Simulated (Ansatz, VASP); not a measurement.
**Two plane-wave programs on Re**

```
Re
1.0
     0.00000    2.79752    2.79752
     2.79752    0.00000    2.79752
     2.79752    2.79752    0.00000
Re
2
Direct
  0.12500 0.12500 0.12500
  0.87500 0.87500 0.87500
```

Alike in both runs: functional PBEsol; k mesh 10 × 10 × 10; occupations fermi-dirac, width 0.1 eV; no spin polarisation.

Ansatz relaxed the structure, and its values are those at the end. VASP's run is a single point on that final structure, the one shown.

|  | VASP | Ansatz |
| --- | --- | --- |
| version | VASP 6.6.1 | Ansatz 0.2.0 |
| potentials or method | VASP PAW PBE potentials, release 64 (Re), cutoff 520 eV | plane waves (420 eV) with PAW, scalar-relativistic |
| valence electrons in the cell | 14 | 30 |

VASP gave:

* pressure (GPa): -1.7

Task: Estimate Ansatz's values.

Result: Pressure (GPa): 0.0.

VASP's potentials were made for PBE, not for PBEsol, and Ansatz warns of the same on its side. VASP's potentials hold 14 valence electrons a cell and Ansatz's 30, so a difference there can come from the potentials and not from the codes.

Neither program's run includes spin-orbit coupling.
